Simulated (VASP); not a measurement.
# LiCaO3 (P6_3/mmc) in VASP: notebook, part 2 of 3

VASP 6.6.1.

## 3. Single point, PBE, collinear spin, ferromagnetic start

File INCAR:

```
SYSTEM = LiCaO3
  ALGO = Normal
  EDIFF = 1E-6
  ENCUT = 520
  GGA = PE
  ISIF = 2
  ISMEAR = 0
  ISPIN = 2
  LASPH = .TRUE.
  LCHARG = .FALSE.
  LORBIT = 11
  LREAL = .FALSE.
  LWAVE = .FALSE.
  MAGMOM = 0 0 0 0 1 1 1 1 1 1
  NBANDS = 46
  NELM = 150
  PREC = Accurate
  SIGMA = 0.1
```

File KPOINTS:

```
k-points
0
G
  3 3 4
  0 0 0
```

File POSCAR:

```
LiCaO3
1.0
    5.8835700000      0.0000000000      0.0000000000
   -2.9417850000      5.0953210800      0.0000000000
    0.0000000000      0.0000000000      4.9421988000
Li Ca O
2 2 6
Direct
    0.0000000000      0.0000000000      0.0000000000
    0.0000000000      0.0000000000      0.5000000000
    0.3333333300      0.6666666700      0.7500000000
    0.6666666700      0.3333333300      0.2500000000
    0.8333333300      0.6666666700      0.7500000000
    0.3333333300      0.1666666700      0.7500000000
    0.8333333300      0.1666666700      0.7500000000
    0.1666666700      0.3333333300      0.2500000000
    0.6666666700      0.8333333300      0.2500000000
    0.1666666700      0.8333333300      0.2500000000
```

Potentials or basis: VASP PAW PBE potentials, release 64 (Li_sv, Ca_sv, O).

Run with:

```sh
cat potpaw_PBE.64/Li_sv/POTCAR potpaw_PBE.64/Ca_sv/POTCAR potpaw_PBE.64/O/POTCAR > POTCAR
mpirun -np 1 vasp_std > vasp.out
```

OUTCAR:

```text
SYSTEM = LiCaO3
   EDIFF = 1E-6
   ENCUT = 520
   GGA = PE
   ISIF = 2
   ISMEAR = 0
   ISPIN = 2
   LASPH = .TRUE.
   LORBIT = 11
   LREAL = .FALSE.
   NELM = 150
   PREC = Accurate

 ion  position               nearest neighbor table
   1  0.000  0.000  0.000-   5 2.10   8 2.10   6 2.10   9 2.10   7 2.10  10 2.10   2 2.47   2 2.47

   2  0.000  0.000  0.500-   5 2.10   8 2.10   6 2.10   9 2.10   7 2.10  10 2.10   1 2.47   1 2.47

   3  0.333  0.667  0.750-
   4  0.667  0.333  0.250-
   5  0.833  0.667  0.750-   1 2.10   2 2.10
   6  0.333  0.167  0.750-   1 2.10   2 2.10
   7  0.833  0.167  0.750-   1 2.10   2 2.10
   8  0.167  0.333  0.250-   1 2.10   2 2.10
   9  0.667  0.833  0.250-   1 2.10   2 2.10
  10  0.167  0.833  0.250-   1 2.10   2 2.10

  LATTYP: Found a hexagonal cell.
 ALAT       =     5.8835700000
 C/A-ratio  =     0.8400000000

  Lattice vectors:

 A1 = (   5.8835700000,   0.0000000000,   0.0000000000)
 A2 = (  -2.9417850000,   5.0953210800,   0.0000000000)
 A3 = (   0.0000000000,   0.0000000000,   4.9421988000)

Analysis of symmetry for initial positions (statically):
=====================================================================
 Subroutine PRICEL returns:
 Original cell was already a primitive cell.

 Routine SETGRP: Setting up the symmetry group for a
 hexagonal supercell.

 Subroutine GETGRP returns: Found 24 space group operations
 (whereof 12 operations were pure point group operations)
 out of a pool of 24 trial point group operations.

The static configuration has the point symmetry D_3d.
 The point group associated with its full space group is D_6h.

Analysis of symmetry for dynamics (positions and initial velocities):
[... 599 lines left out ...]

 spin component 2

 k-point     1 :       0.0000    0.0000    0.0000
  band No.  band energies     occupation
      1     -42.6223      1.00000
      2     -42.5615      1.00000
      3     -40.0023      1.00000
      4     -39.9977      1.00000
      5     -20.9410      1.00000
      6     -20.9374      1.00000
[... 403 lines left out ...]
     42       6.0995      0.00000
     43       6.1826      0.00000
 [bands above 43 left out]

------------------------ aborting loop because EDIFF is reached ----------------------------------------

  FORCE on cell =-STRESS in cart. coord.  units (eV):
  Direction    XX          YY          ZZ          XY          YZ          ZX
  --------------------------------------------------------------------------------------
  -------------------------------------------------------------------------------------
  Total      -12.7577819    -12.7577819    -11.7812902      0.0000000     -0.0000000      0.0000000
  in kB     -137.9599610   -137.9599608   -127.4003866      0.0000000     -0.0000000      0.0000000
  external PRESSURE =    -134.4401028 kB  Pullay stress =       0.0000000 kB

 VOLUME and BASIS-vectors are now :
 -----------------------------------------------------------------------------
  energy-cutoff  :      520.00
  volume of cell :      148.16
      direct lattice vectors                 reciprocal lattice vectors
     5.883570000  0.000000000  0.000000000     0.169964834  0.098129243  0.000000000
    -2.941785000  5.095321080  0.000000000     0.000000000  0.196258486  0.000000000
     0.000000000  0.000000000  4.942198800     0.000000000  0.000000000  0.202339088

 POSITION                                       TOTAL-FORCE (eV/Angst)
 -----------------------------------------------------------------------------------
      0.00000      0.00000      0.00000         0.000000     -0.000000     -0.000000
      0.00000      0.00000      2.47110         0.000000     -0.000000     -0.000000
     -0.00000      3.39688      3.70665         0.000000     -0.000000      0.000000
      2.94179      1.69844      1.23555         0.000000     -0.000000     -0.000000
      2.94178      3.39688      3.70665         0.000000     -0.108542     -0.000000
      1.47089      0.84922      3.70665         0.094000      0.054271     -0.000000
      4.41268      0.84922      3.70665        -0.094000      0.054271     -0.000000
      0.00000      1.69844      1.23555         0.000000      0.108542      0.000000
      1.47089      4.24610      1.23555        -0.094000     -0.054271     -0.000000
     -1.47089      4.24610      1.23555         0.094000     -0.054271      0.000000
 -----------------------------------------------------------------------------------
    total drift:                               -0.000000      0.000000      0.000000

  FREE ENERGIE OF THE ION-ELECTRON SYSTEM (eV)
  ---------------------------------------------------
  free  energy   TOTEN  =       -47.2749089981 eV

  energy  without entropy=      -47.2414453461  energy(sigma->0) =      -47.25817717

 total charge

# of ion       s       p       d       tot
------------------------------------------
    1        2.023   0.056   0.000   2.078
    2        2.023   0.056   0.000   2.078
    3        2.004   5.828   0.108   7.940
    4        2.004   5.828   0.108   7.940
    5        1.590   3.170   0.000   4.760
    6        1.590   3.170   0.000   4.760
    7        1.590   3.170   0.000   4.760
    8        1.590   3.170   0.000   4.760
    9        1.590   3.170   0.000   4.760
   10        1.590   3.170   0.000   4.760
--------------------------------------------------
tot         17.596  30.788   0.215  48.599

 magnetization (x)

# of ion       s       p       d       tot
------------------------------------------
    1       -0.004  -0.003   0.000  -0.007
    2       -0.004  -0.003   0.000  -0.007
    3       -0.006  -0.003  -0.015  -0.024
    4       -0.006  -0.003  -0.015  -0.024
    5        0.010   0.842   0.000   0.852
    6        0.010   0.842   0.000   0.852
    7        0.010   0.842   0.000   0.852
    8        0.010   0.842   0.000   0.852
    9        0.010   0.842   0.000   0.852
   10        0.010   0.842   0.000   0.852
--------------------------------------------------
tot          0.039   5.043  -0.030   5.052
```

OSZICAR:

```text
N       E                     dE             d eps       ncg     rms          rms(c)
DAV:   1     0.553966125566E+03    0.55397E+03   -0.29929E+04  1656   0.133E+03
DAV:   2    -0.178275348608E+00   -0.55414E+03   -0.53514E+03  2092   0.367E+02
DAV:   3    -0.472938617864E+02   -0.47116E+02   -0.46291E+02  2180   0.100E+02
DAV:   4    -0.500895138219E+02   -0.27957E+01   -0.27834E+01  2920   0.212E+01
DAV:   5    -0.502381589275E+02   -0.14865E+00   -0.14863E+00  2332   0.319E+00    0.104E+01
DAV:   6    -0.475100921373E+02    0.27281E+01   -0.83761E+00  2184   0.119E+01    0.441E+00
DAV:   7    -0.473245877483E+02    0.18550E+00   -0.80239E-01  2348   0.375E+00    0.242E+00
DAV:   8    -0.472284613768E+02    0.96126E-01   -0.37358E-01  2250   0.280E+00    0.952E-01
DAV:   9    -0.472688742138E+02   -0.40413E-01   -0.54453E-02  2456   0.126E+00    0.477E-01
DAV:  10    -0.472731738518E+02   -0.42996E-02   -0.67757E-03  2290   0.408E-01    0.241E-01
DAV:  11    -0.472747159592E+02   -0.15421E-02   -0.18303E-03  2154   0.194E-01    0.114E-01
DAV:  12    -0.472748157329E+02   -0.99774E-04   -0.62180E-04  2254   0.985E-02    0.609E-02
DAV:  13    -0.472748502057E+02   -0.34473E-04   -0.10637E-04  2062   0.531E-02    0.320E-02
DAV:  14    -0.472749031991E+02   -0.52993E-04   -0.60706E-05  2008   0.426E-02    0.121E-02
DAV:  15    -0.472749074254E+02   -0.42262E-05   -0.99764E-06  2068   0.153E-02    0.418E-03
DAV:  16    -0.472749086427E+02   -0.12174E-05   -0.77178E-07  1300   0.523E-03    0.192E-03
DAV:  17    -0.472749089981E+02   -0.35539E-06   -0.38869E-07  1072   0.335E-03
   1 F= -.47274909E+02 E0= -.47258177E+02  d E =-.334637E-01  mag=     6.0000
```

stdout:

```text
POSCAR found type information on POSCAR LiCaO
 POSCAR found :  3 types and      10 ions
 scaLAPACK will be used
 LDA part: xc-table for (Slater+PW92), standard interpolation
 POSCAR, INCAR and KPOINTS ok, starting setup
 FFT: planning ... GRIDC
 FFT: planning ... GRID_SOFT
 FFT: planning ... GRID
 WAVECAR not read
 entering main loop
```

Wall time 2.4 min (1 thread of Intel Xeon Platinum 8259CL at 2.50GHz (Skylake/Cascade Lake), shared host); peak memory 0.4 GiB.

What came out:

```
Free energy                                           : -47.2749 eV
Largest force                                         : 0.109 eV/Å
Band gap on the k mesh                                : zero (filled and empty bands overlap)
Net moment                                            : 6.00 μB per cell
Site moments                                          : Li -0.01; Ca -0.02; O +0.85 μB
Valence electrons inside the program's atomic spheres : Li 2.08; Ca 7.94; O 4.76
```

Forces in eV/Å, atoms in the order of the input:
```
Li   0.000  0.000  0.000
Li   0.000  0.000  0.000
Ca   0.000  0.000  0.000
Ca   0.000  0.000  0.000
O    0.000 -0.109  0.000
O    0.094  0.054  0.000
O   -0.094  0.054  0.000
O    0.000  0.109  0.000
O   -0.094 -0.054  0.000
O    0.094 -0.054  0.000
```

Levels at points of the mesh, in eV from the Fermi level:
Spin up:
```csv
k point,band 30,band 31,band 32,band 33,band 34,band 35,band 36,band 37,band 38,band 39
"(0.00, 0.00, 0.00)",-1.00,-1.00,-0.95,-0.95,-0.79,4.30,5.24,5.24,5.27,5.27
"(0.00, 0.00, 0.50)",-1.09,-0.99,-0.99,-0.99,-0.99,5.00,5.00,5.00,5.00,5.47
```
Spin down:
```tsv
k point	band 26	band 27	band 28	band 29	band 30	band 31
(0.00, 0.00, 0.00)	0.01	0.03	0.03	0.46	0.61	0.61
(0.00, 0.00, 0.50)	0.17	0.17	0.17	0.34	0.34	0.65
```

Caveat: the k points lie up to 0.41 Å⁻¹ apart; the cutoff is under 1.25 times the usual one of these potentials, so pressure, stress and relaxed cells hold a basis-set (Pulay) error.

[end of part 2 of 3]
